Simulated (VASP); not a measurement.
C (a cell with a defect): single point with PBE

The system is C (a cell with a defect).

```
CELL_PARAMETERS angstrom
3.57155 0.00000 -3.57155
0.00000 3.57155 -3.57155
3.57155 3.57155 0.00000
ATOMIC_POSITIONS crystal
C 0.25000 0.25000 0.25000
C 0.25000 0.75000 0.75000
C 0.25000 0.75000 0.25000
C 0.75000 0.25000 0.75000
C 0.75000 0.25000 0.25000
C 0.75000 0.75000 0.75000
C 0.75000 0.75000 0.25000
C 0.12500 0.12500 0.12500
C 0.12500 0.12500 0.62500
C 0.12500 0.62500 0.12500
C 0.30752 0.43750 0.62749
C 0.62500 0.12500 0.12500
C 0.62500 0.12500 0.62500
C 0.62500 0.62500 0.12500
C 0.62500 0.62500 0.62500
```

This cell differs from its parent crystal: atom 11 moved 0.500 of the way to it and -0.525 Å across, host rigid.

```json
{"Program": "VASP 6.6.1", "Task": "single point", "Functional": "PBE", "Potentials or basis": "VASP PAW PBE potentials, release 64 (C)", "Cutoff": "520 eV", "k mesh": "6 × 6 × 6", "Occupations": "gaussian, width 0.05 eV", "Spin": "no spin polarisation", "Dipole correction": "no", "Further INCAR settings": "LREAL = Auto; ALGO = Normal; EDIFF = 1e-06; NBANDS = 43"}
```

```yaml
Pressure: -5.7 GPa
Largest_force: 6.168 eV/Å
Band_gap_on_the_k_mesh: zero (band 30 reaches 10.58 eV, above the bottom of band 31 at 8.91 eV)
```

Forces on the atoms (eV/Å):
```
C   -0.117  0.117 -0.498
C    2.632  0.066 -0.522
C   -0.066 -2.632 -0.522
C    1.741 -0.024 -1.552
C    0.024 -1.741 -1.552
C   -2.431  2.431  2.508
C   -0.107  0.107 -0.007
C    1.950  2.315  1.979
C   -2.315 -1.950  1.979
C    0.205 -0.205  0.154
C   -3.194  3.194  4.199
C   -0.042  0.042  0.249
C    0.252 -0.252 -3.319
C    0.026 -1.441 -1.548
C    1.441 -0.026 -1.548
```

Stress tensor (GPa, compression positive):
```
 -7.46  12.15 -18.47
 12.15  -7.46  18.47
-18.47  18.47  -2.04
```

Levels at points of the mesh, in eV from the Fermi level:
```tsv
k point	band 28	band 29	band 30	band 31	band 32	band 33
(0.00, 0.00, 0.00)	-1.43	-1.18	1.34	1.66	1.92	3.34
(0.50, 0.00, 0.00)	-2.40	-2.13	-2.07	2.11	2.55	3.36
(0.00, 0.50, 0.00)	-1.25	-0.94	-0.51	0.76	0.79	4.18
(0.00, 0.00, 0.50)	-2.22	-2.06	-1.50	1.14	1.81	3.53
(0.50, 0.50, 0.00)	-3.30	-1.54	-1.51	-0.15	1.47	3.32
(0.00, 0.50, 0.50)	-3.38	-1.72	-0.89	-0.21	2.05	3.30
```

Wall time 5.1 min on 1 thread of Intel(R) Xeon(R) Platinum 8488C (Sapphire Rapids), on a shared host, peak memory 0.32 GiB.

Caveat: the cell differs from its parent crystal (atom 11 moved 0.500 of the way to it and -0.525 Å across, host rigid).
